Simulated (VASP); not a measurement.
BAs:

```xyz
2
Lattice="0.0000 2.3555 2.3555 2.3555 0.0000 2.3555 2.3555 2.3555 0.0000" Properties=species:S:1:pos:R:3 pbc="T T T"
B     0.0000    0.0000    0.0000
As    1.1778    1.1778    1.1778
```

This cell differs from its parent crystal: volume changed by -6%.

Base run:

```yaml
Program: VASP 6.6.1
Functional: PBE
Potentials_or_basis: VASP PAW PBE potentials, release 64 (B, As)
Cutoff: 520 eV
k_mesh: 8 × 8 × 8
Occupations: gaussian, width 0.01 eV
Spin: no spin polarisation
```

Its results: band gap on the k mesh 1.15 eV, indirect (least direct gap 3.33 eV); pressure 10.0 GPa.

Q: The run is repeated on the same cell with these changes: potentials or basis from VASP PAW PBE potentials, release 64 (B, As) to VASP PAW PBE potentials, release 64 (B, As_d); cutoff from 520 eV to 600 eV; further incar settings from ALGO = Normal; EDIFF = 1e-06; NBANDS = 11 to ALGO = Normal; EDIFF = 1e-06; NBANDS = 16; valence electrons from 8 to 18. What comes out?

A: Band gap on the k mesh 1.16 eV, indirect (least direct gap 3.34 eV); pressure 9.0 GPa.

A k mesh can miss the band edges.
